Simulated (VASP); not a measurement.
# C (Pm-3m) in VASP: single point with PBE

Aim: the single point of C with PBE.

Program: VASP 6.6.1. These are calculated values, not measurements. Logs are shortened: lines on timing, memory, paths and dates and some standing lists are left out, and cuts for length are marked.

**1. The cell of the first run**

It takes space group Pm-3m (No. 221, cubic). The conventional cell has a = 1.758 Å, b = 1.758 Å, c = 1.758 Å, α = 90.00°, β = 90.00°, γ = 90.00°. C (site symmetry m-3m) has 6 C at 1.76 Å within 2.3 Å.

**2. Single point, PBE**

File INCAR:

```
SYSTEM = C
PREC = Accurate ; ENCUT = 520
EDIFF = 1E-6 ; ISMEAR = -1
SIGMA = 0.13605693000000002 ; LREAL = .FALSE.
LASPH = .TRUE. ; NELM = 100
ALGO = Normal ; ISIF = 2
LWAVE = .FALSE. ; LCHARG = .FALSE.
GGA = PE ; NBANDS = 8
```

File KPOINTS:

```
Automatic mesh
0
G
  18 18 18
  0 0 0
```

File POSCAR:

```
C
1.0
    1.7578693224      0.0000000000      0.0000000000
    0.0000000000      1.7578693224      0.0000000000
    0.0000000000      0.0000000000      1.7578693224
C
1
Direct
    0.0000000000      0.0000000000      0.0000000000
```

Potentials or basis: VASP PAW PBE potentials, release 64 (C).

On the command line:

```console
cat potpaw_PBE.64/C/POTCAR > POTCAR
mpirun -np 1 vasp_std > vasp.out
```

OUTCAR:

```text
SYSTEM = C
   PREC = Accurate
   ENCUT = 520
   EDIFF = 1E-6
   ISMEAR = -1
   LREAL = .FALSE.
   LASPH = .TRUE.
   NELM = 100
   ISIF = 2
   GGA = PE

 ion  position               nearest neighbor table
   1  0.000  0.000  0.000-

  LATTYP: Found a simple cubic cell.
 ALAT       =     1.7578693224

  Lattice vectors:

 A1 = (   1.7578693224,   0.0000000000,   0.0000000000)
 A2 = (   0.0000000000,   1.7578693224,   0.0000000000)
 A3 = (   0.0000000000,   0.0000000000,   1.7578693224)

Analysis of symmetry for initial positions (statically):
=====================================================================
 Subroutine PRICEL returns:
 Original cell was already a primitive cell.

 Routine SETGRP: Setting up the symmetry group for a
 simple cubic supercell.

 Subroutine GETGRP returns: Found 48 space group operations
 (whereof 48 operations were pure point group operations)
 out of a pool of 48 trial point group operations.

The static configuration has the point symmetry O_h .

Analysis of symmetry for dynamics (positions and initial velocities):
=====================================================================
 Subroutine PRICEL returns:
 Original cell was already a primitive cell.

 Routine SETGRP: Setting up the symmetry group for a
 simple cubic supercell.

 Subroutine GETGRP returns: Found 48 space group operations
 (whereof 48 operations were pure point group operations)
 out of a pool of 48 trial point group operations.

The dynamic configuration has the point symmetry O_h .

 Subroutine INISYM returns: Found 48 space group operations
 (whereof 48 operations are pure point group operations),
 and found     1 'primitive' translations

----------------------------------------------------------------------------------------

                                     Primitive cell

  volume of cell :       5.4320

  direct lattice vectors                    reciprocal lattice vectors
     1.757869322  0.000000000  0.000000000     0.568870500  0.000000000  0.000000000
     0.000000000  1.757869322  0.000000000     0.000000000  0.568870500  0.000000000
     0.000000000  0.000000000  1.757869322     0.000000000  0.000000000  0.568870500

  length of vectors
     1.757869322  1.757869322  1.757869322     0.568870500  0.568870500  0.568870500

  position of ions in fractional coordinates (direct lattice)
[... 71 lines left out ...]
   ISPIN  =      1    spin polarized calculation?
   LNONCOLLINEAR =      F non collinear calculations
   LSORBIT =      F    spin-orbit coupling
   LASPH  =      T    aspherical Exc in radial PAW
   ENCUT  =  520.0 eV  38.22 Ry    6.18 a.u.   3.27  3.27  3.27*2*pi/ulx,y,z
   NELM   =    100;   NELMIN=  2; NELMDL= -5     # of ELM steps
   EDIFF  = 0.1E-05   stopping-criterion for ELM
   LREAL  =      F    real-space projection
   EDIFFG = 0.1E-04   stopping-criterion for IOM
   NSW    =      0    number of steps for IOM
   IBRION =     -1    ionic relax: 0-MD 1-quasi-New 2-CG
   NFREE  =      0    steps in history (QN), initial steepest desc. (CG)
   ISIF   =      2    stress and relaxation
   ISYM   =      2    0-nonsym 1-usesym 2-fastsym
   POTIM  = 0.5000    time-step for ionic-motion
   TEBEG  =    0.0;   TEEND  =   0.0 temperature during run
   PSTRESS=    0.0 pullay stress
   NELECT =       4.0000    total number of electrons
   NUPDOWN=      -1.0000    fix difference up-down
   EMIN   =  10.00;   EMAX   =-10.00  energy-range for DOS
   EFERMI =   0.00;   METHOD = LEGACY
   ISMEAR =    -1;   SIGMA  =   0.14  broadening in eV -4-tet -1-fermi 0-gaus
   EFERMI_NEDOS =   21; number of points for ismear=-14 and -15
   IALGO  =     38    algorithm
   IMIX   =      4    mixing-type and parameters
     AMIX     =   0.40;   BMIX     =  1.00
     AMIX_MAG =   1.60;   BMIX_MAG =  1.00
  volume/ion in A,a.u.               =       5.43        36.66
  Fermi-wavevector in a.u.,A,eV,Ry     =   1.478342  2.793661 29.735465  2.185495
  Thomas-Fermi vector in A             =   2.592635
   LORBIT       =      0    0 simple, 1 ext, 2 COOP (PROOUT), +10 PAW based schemes
   GGA     = PE    functional components
   LHFCALC =     F    Hartree Fock is set to
   AEXX    =    0.0000 exact exchange contribution
   IVDW    =     0    specifies the selected vdW correction
   LEPSILON=     F    determine dielectric tensor
   LRPA    =     F    only Hartree local field effects (RPA)
 non-spin polarized calculation
  energy-cutoff  :      520.00
  volume of cell :        5.43
 maximum number of plane-waves:       156
 NGX is ok and might be reduce to    14
   NGX =  7   NGY =  7   NGZ =  7

 number of electron       4.0000000 magnetization

 Free energy of the ion-electron system (eV)
  ---------------------------------------------------
  ext. energy  EPLUGINS =         0.00000000
  ---------------------------------------------------
  free energy    TOTEN  =        -6.47213060 eV

  energy without entropy =       -6.45359900  energy(sigma->0) =       -6.46286480

 E-fermi :  11.3956     XC(G=0): -13.9579

 val. band max:       11.3616465956   @ k =   0.5000   0.3889   0.1111
 cond. band min:      11.4257356504   @ k =   0.3889   0.3889   0.0000
 fundamental gap:      0.0640890548
 Fermi energy:        11.3955665029

 k-point     1 :       0.0000    0.0000    0.0000
  band No.  band energies     occupation
      1     -11.2382      2.00000
      2      20.8350      0.00000
      3      20.8350      0.00000
      4      20.8350      0.00000
      5      37.0545      0.00000
      6      37.0545      0.00000
      7      43.0533      0.00000
      8      68.2285      0.00000
[... 243 lines left out ...]
 k-point    24 :       0.3333    0.1111    0.0000
  band No.  band energies     occupation
      1      -6.3511      2.00000
      2       6.4025      2.00000
      3      20.8459      0.00000
      4      23.5353      0.00000
      5      39.4753      0.00000
      6      43.8753      0.00000
      7      52.1983      0.00000
      8      53.6100      0.00000

 [... further k-points ...]
[... 5 lines left out ...]
  --------------------------------------------------------------------------------------
  -------------------------------------------------------------------------------------
  Total        0.3912518      0.3912518      0.3912518      0.0000000      0.0000000     -0.0000000
  in kB      115.4003629    115.4003629    115.4003629      0.0000000      0.0000000     -0.0000000
  external PRESSURE =     115.4003629 kB  Pullay stress =       0.0000000 kB

 VOLUME and BASIS-vectors are now :
 -----------------------------------------------------------------------------
  energy-cutoff  :      520.00
  volume of cell :        5.43
      direct lattice vectors                 reciprocal lattice vectors
     1.757869322  0.000000000  0.000000000     0.568870500  0.000000000  0.000000000
     0.000000000  1.757869322  0.000000000     0.000000000  0.568870500  0.000000000
     0.000000000  0.000000000  1.757869322     0.000000000  0.000000000  0.568870500

 POSITION                                       TOTAL-FORCE (eV/Angst)
 -----------------------------------------------------------------------------------
      0.00000      0.00000      0.00000         0.000000      0.000000      0.000000
 -----------------------------------------------------------------------------------
    total drift:                               -0.000000     -0.000000     -0.000000

  FREE ENERGIE OF THE ION-ELECTRON SYSTEM (eV)
  ---------------------------------------------------
  free  energy   TOTEN  =        -6.4721305980 eV

  energy  without entropy=       -6.4535989987  energy(sigma->0) =       -6.46286480
```

OSZICAR:

```text
N       E                     dE             d eps       ncg     rms          rms(c)
DAV:   1    -0.497308467425E+01   -0.49731E+01   -0.27310E+03  4112   0.504E+02
DAV:   2    -0.648439018098E+01   -0.15113E+01   -0.14248E+01  4544   0.287E+01
DAV:   3    -0.648734384208E+01   -0.29537E-02   -0.29530E-02  4176   0.133E+00
DAV:   4    -0.648734428810E+01   -0.44602E-06   -0.44497E-06  5152   0.149E-02
DAV:   5    -0.648734428766E+01    0.44218E-09   -0.61765E-10  4144   0.940E-05    0.204E+00
DAV:   6    -0.647340479187E+01    0.13939E-01   -0.12664E-02  3784   0.736E-01    0.127E+00
DAV:   7    -0.647198627105E+01    0.14185E-02   -0.17948E-02  3864   0.938E-01    0.161E-01
DAV:   8    -0.647213173009E+01   -0.14546E-03   -0.27634E-04  3768   0.132E-01    0.184E-02
DAV:   9    -0.647212990479E+01    0.18253E-05   -0.18907E-05  4632   0.298E-02    0.891E-03
DAV:  10    -0.647213059803E+01   -0.69324E-06   -0.43068E-07  3864   0.560E-03
   1 F= -.64721306E+01 E0= -.64628648E+01  d E =-.185316E-01
```

It took 2.1 s on 1 thread of Intel Xeon 6975P-C (Granite Rapids), shared host; peak memory 0.11 GiB.

Results:

* Free energy: -6.4721 eV
* Pressure: 11.5 GPa
* Band gap on the k mesh: zero (band 2 reaches 20.84 eV, above the bottom of band 3 at 8.65 eV)
